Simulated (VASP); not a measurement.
# Hf in VASP: a series of runs, part 3 of 3

VASP 6.6.1. The steps go on from the part before.

**6. Relaxation of cell and atoms, PBE**

Contents of INCAR:

```
SYSTEM = Hf
PREC = Accurate ; ENCUT = 600
EDIFF = 1E-7 ; ISMEAR = 0
SIGMA = 0.1 ; LREAL = .FALSE.
LASPH = .TRUE. ; NELM = 100
ALGO = Normal ; ISIF = 3
LWAVE = .FALSE. ; LCHARG = .FALSE.
GGA = PE ; IBRION = 2
NSW = 100 ; EDIFFG = -0.01
```

Contents of KPOINTS:

```
regular mesh
0
G
  22 22 22
  0 0 0
```

Contents of POSCAR:

```
Hf
1.0
   -1.7749165777      1.7749165777      1.7749165777
    1.7749165777     -1.7749165777      1.7749165777
    1.7749165777      1.7749165777     -1.7749165777
Hf
1
Direct
    0.0000000000      0.0000000000      0.0000000000
```

Potentials or basis: VASP PAW PBE potentials, release 64 (Hf_pv).

Run with:

```sh
cat potpaw_PBE.64/Hf_pv/POTCAR > POTCAR
mpirun -np 1 vasp_std > vasp.out
```

OUTCAR:

```text
SYSTEM = Hf
   PREC = Accurate
   ENCUT = 600
   EDIFF = 1E-7
   ISMEAR = 0
   LREAL = .FALSE.
   LASPH = .TRUE.
   NELM = 100
   ISIF = 3
   GGA = PE
   IBRION = 2
   NSW = 100
   EDIFFG = -0.01

 ion  position               nearest neighbor table
   1  0.000  0.000  0.000-

  LATTYP: Found a body centered cubic cell.
 ALAT       =     3.5498331554

  Lattice vectors:

 A1 = (  -1.7749165777,   1.7749165777,   1.7749165777)
 A2 = (   1.7749165777,  -1.7749165777,   1.7749165777)
 A3 = (   1.7749165777,   1.7749165777,  -1.7749165777)

Analysis of symmetry for initial positions (statically):
=====================================================================
 Subroutine PRICEL returns:
 Original cell was already a primitive cell.

 Routine SETGRP: Setting up the symmetry group for a
 body centered cubic supercell.

 Subroutine GETGRP returns: Found 48 space group operations
 (whereof 48 operations were pure point group operations)
 out of a pool of 48 trial point group operations.

The static configuration has the point symmetry O_h .

Analysis of symmetry for dynamics (positions and initial velocities):
=====================================================================
[... 168 lines left out ...]
  external PRESSURE =      -7.5166468 kB  Pullay stress =       0.0000000 kB
[... 57 lines left out ...]
--------------------------------------- Ionic step        3  -------------------------------------------

 number of electron      10.0000001 magnetization

 Free energy of the ion-electron system (eV)
  ---------------------------------------------------
  ext. energy  EPLUGINS =         0.00000000
  ---------------------------------------------------
  free energy    TOTEN  =        -9.74802736 eV

  energy without entropy =       -9.73852661  energy(sigma->0) =       -9.74327698

 E-fermi :   4.6221     XC(G=0): -11.3183

 val. band max:        4.6199669316   @ k =   0.2727   0.2273   0.0000
 cond. band min:       4.6291117370   @ k =  -0.2727   0.3182   0.1364
 fundamental gap:      0.0091448054
 Fermi energy:         4.6221152745

 k-point     1 :       0.0000    0.0000    0.0000
  band No.  band energies     occupation
      1     -25.1727      2.00000
      2     -25.1727      2.00000
      3     -25.1727      2.00000
      4      -2.4338      2.00000
      5       6.1653      0.00000
      6       6.1653      0.00000
      7       6.1653      0.00000
      8       8.9677      0.00000
      9       8.9677      0.00000
[... 265 lines left out ...]
 k-point    24 :       0.1364    0.0909    0.0000
  band No.  band energies     occupation
      1     -25.4684      2.00000
      2     -25.2503      2.00000
      3     -25.1954      2.00000
      4      -1.0749      2.00000
      5       5.3924      0.00000
      6       5.4546      0.00000
      7       7.6278      0.00000
      8       8.1326      0.00000
      9       9.2004      0.00000

 [... further k-points ...]

------------------------ aborting loop because EDIFF is reached ----------------------------------------

  FORCE on cell =-STRESS in cart. coord.  units (eV):
  Direction    XX          YY          ZZ          XY          YZ          ZX
  --------------------------------------------------------------------------------------
  -------------------------------------------------------------------------------------
  Total       -0.0000295     -0.0000295     -0.0000295      0.0000000      0.0000000     -0.0000000
  in kB       -0.0021285     -0.0021285     -0.0021285      0.0000000      0.0000000     -0.0000000
  external PRESSURE =      -0.0021285 kB  Pullay stress =       0.0000000 kB
[... 16 lines left out ...]
  FREE ENERGIE OF THE ION-ELECTRON SYSTEM (eV)
  ---------------------------------------------------
  free  energy   TOTEN  =        -9.7480273588 eV

  energy  without entropy=       -9.7385266110  energy(sigma->0) =       -9.74327698

 reached required accuracy - stopping structural energy minimisation
```

OSZICAR:

```text
N       E                     dE             d eps       ncg     rms          rms(c)
DAV:   1     0.831550582767E+01    0.83155E+01   -0.64698E+03  5944   0.115E+03
DAV:   2    -0.975825283272E+01   -0.18074E+02   -0.17533E+02  8837   0.142E+02
DAV:   3    -0.100879547225E+02   -0.32970E+00   -0.31688E+00  6963   0.137E+01
[... 22 lines left out ...]
DAV:   2    -0.974861952802E+01    0.20339E-02   -0.28000E-03  5925   0.503E-01    0.165E-01
DAV:   3    -0.974803629315E+01    0.58323E-03   -0.18610E-03  6061   0.358E-01    0.717E-02
DAV:   4    -0.974803153571E+01    0.47574E-05   -0.16483E-05  6989   0.437E-02    0.453E-02
DAV:   5    -0.974802739791E+01    0.41378E-05   -0.64713E-06  7272   0.171E-02    0.676E-03
DAV:   6    -0.974802735882E+01    0.39093E-07   -0.11872E-07  5089   0.291E-03
   3 F= -.97480274E+01 E0= -.97432770E+01  d E =-.397232E-03
```

CONTCAR:

```text
Hf
   1.00000000000000
    -1.7704506155116988    1.7704506155116988    1.7704506155116988
     1.7704506155116988   -1.7704506155116988    1.7704506155116988
     1.7704506155116988    1.7704506155116988   -1.7704506155116988
  Hf
     1
Direct
     0.0000000000000000    0.0000000000000000    0.0000000000000000

  0.00000000E+00  0.00000000E+00  0.00000000E+00
```

It took 69 s on 1 thread of Intel Xeon 6975P-C (Granite Rapids), shared host; peak memory 0.24 GiB.

Results:

```yaml
Free_energy: -9.7480 eV
Relaxed_volume: 22.20 Å³/atom
Relaxed_cell: a = 3.067 Å, b = 3.067 Å, c = 3.067 Å, α = 109.47°, β = 109.47°, γ = 109.47°
Space_group_after_relaxing_to_0.05_Å: Im-3m (No. 229)
Energy_gained_by_relaxing: 0.4 meV/atom
Ionic_steps: 3
Pressure_after_relaxing: 0.0 GPa
Band_gap_on_the_k_mesh: zero (band 5 reaches 6.17 eV, above the bottom of band 6 at 3.79 eV)
```

Step by step:
```
step  energy change (eV)  largest force (eV/Å)  pressure (GPa)  volume (Å³)
   1              0.0000                0.0000           -0.75        22.37
   2              0.0000                0.0000            0.79        22.03
   3             -0.0004                0.0000            0.00        22.20
```

Final structure:
```yaml
crystal:
  lattice:
    - [-1.77045, 1.77045, 1.77045]
    - [1.77045, -1.77045, 1.77045]
    - [1.77045, 1.77045, -1.77045]
  atoms:
    - { symbol: Hf, position: [0.00000, 0.00000, 0.00000] }
```

Caveat: spin-orbit coupling is left out, which moves the levels of the heavy elements.

**7. Summary**

```csv
task,cell,k mesh,cutoff (eV),gap on the mesh (eV),pressure (GPa),relaxed volume (Å³/atom)
single point,"a = 3.074 Å, angles 109.5°, 1 atom",6 × 6 × 6,520,none,-0.6,-
relaxation of cell and atoms,"relaxed from a = 3.074 Å, angles 109.5°, 1 atom",6 × 6 × 6,600,none,0.0,22.20
single point,"a = 5.041, b = 5.041, c = 3.048 Å, angles 90.0, 90.0, 120.0°, 3 atoms",6 × 6 × 4,520,none,-0.4,-
single point,"a = 3.070 Å, angles 109.5°, 1 atom",22 × 22 × 22,520,none,-0.3,-
relaxation of cell and atoms,"relaxed from a = 3.074 Å, angles 109.5°, 1 atom",22 × 22 × 22,600,none,0.0,22.20
```

Alike in all rows: level PBE; potentials or basis VASP PAW PBE potentials, release 64 (Hf_pv); no spin polarisation; smearing gaussian 0.1 eV.

Caveats: some runs use coarse meshes; spin-orbit coupling is left out, which moves the levels of the heavy elements.

Absolute energies hang on the potentials; compare differences alone.
